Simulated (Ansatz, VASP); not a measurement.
**One calculation of KBr, two programs**

INCAR

```
SYSTEM = KBr
PREC = Accurate ; ENCUT = 520
EDIFF = 1E-7 ; ISMEAR = -1
SIGMA = 0.02 ; LREAL = .False.
LASPH = .True. ; NELM = 60
ALGO = Normal ; ISIF = 2
LWAVE = .False. ; LCHARG = .False.
GGA = PE ; NBANDS = 15
```

Contents of KPOINTS:

```
regular mesh
0
Gamma
  6 6 6
  0 0 0
```

Contents of POSCAR:

```
KBr
1.0
    0.0000000000      3.3022478341      3.3022478341
    3.2857365950      0.0000000000      3.3022478341
    3.2857365950      3.3022478341      0.0000000000
K Br
1 1
Direct
    0.0000000000      0.0000000000      0.0000000000
    0.5000000000      0.5000000000      0.5000000000
```

Input for Ansatz:

```yaml
crystal:
  lattice:
    - [0.0, 3.3022478341, 3.3022478341]
    - [3.285736595, 0.0, 3.3022478341]
    - [3.285736595, 3.3022478341, 0.0]
  atoms:
    - { symbol: K, position: [0.0, 0.0, 0.0] }
    - { symbol: Br, position: [0.5, 0.5, 0.5] }
kpoints:
  mp_grid: { grid: [6, 6, 6] }
  band_path:
    path:
      - [0.0, 0.0, 0.0]
      - [0.5, 0.0, 0.5]
      - [0.625, 0.25, 0.625]
      - [0.375, 0.375, 0.75]
      - [0.5, 0.5, 0.5]
      - [0.5, 0.25, 0.75]
    npoints: 1
hamiltonian:
  xc: pbe
scf:
  occupations: { method: fermi_dirac, width: 0.02 }
  n_extra_bands: 4
output:
  forces: true
  stress: true
  eigenvalues: true
  write_density: true
  write_potential: true
  elf: true
  volumetric_format: npy
```

Change from the starting cell: uniaxial_x strain -0.5%.

Alike in both runs: task single point; functional PBE; k mesh 6 × 6 × 6; occupations fermi-dirac, width 0.02 eV; no spin polarisation.

|  | VASP | Ansatz |
| --- | --- | --- |
| version | VASP 6.6.1 | Ansatz 0.2.0 |
| potentials or method | VASP PAW PBE potentials, release 64 (K_sv, Br) | plane waves, PAW |
| plane-wave cutoff (eV) | 520 | 420 |
| valence electrons in the cell | 16 | 16 |

```tsv
	VASP	Ansatz	Ansatz less VASP
gap on the k mesh at the Fermi level (eV)	4.44	4.44	+0.002
pressure (GPa)	0.8	0.8	-0.04
traceless stress, the component that is largest in VASP (GPa)	0.11	0.11	-0.002
```

The functional is the same, so the differences come from potentials, cutoffs and numerics.
